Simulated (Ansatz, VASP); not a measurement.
**One calculation of C, two programs**

```
CELL_PARAMETERS angstrom
-0.01783 1.77448 1.77448
1.77448 -0.01783 1.77448
1.77448 1.77448 -0.01783
ATOMIC_POSITIONS crystal
C 0.50000 0.50000 0.50000
C 0.75000 0.75000 0.75000
```

Change from the starting cell: equal xy, yz and zx shear strains of -1 %.

Alike in both runs: task single point; functional LDA; k mesh 20 × 20 × 20; occupations fermi-dirac, width 0.08 eV; no spin polarisation.

|  | VASP | Ansatz |
| --- | --- | --- |
| version | VASP 6.6.1 | Ansatz 0.2.0 |
| potentials or method | VASP PAW LDA potentials, release 64 (C), cutoff 520 eV | all-electron LAPW, scalar-relativistic |

Ansatz gave:

```
gap on the k mesh at the Fermi level (eV)                     : 4.10
pressure (GPa)                                                : -12.8
traceless stress, the component that is largest in VASP (GPa) : 5.65
rms of the force components (eV/Å)                            : 0.033
```

Q: Which values does VASP return?

A: gap on the k mesh at the Fermi level (eV): 4.09; pressure (GPa): -11.5; traceless stress, the component that is largest in VASP (GPa): 5.67; rms of the force components (eV/Å): 0.036.

LDA's correlation is that of Perdew and Zunger in VASP and of Perdew and Wang (1992) in Ansatz. Atom by atom the forces differ by 0.003 eV/Å (rms over components). Ansatz ran all-electron here, and VASP with PAW potentials.
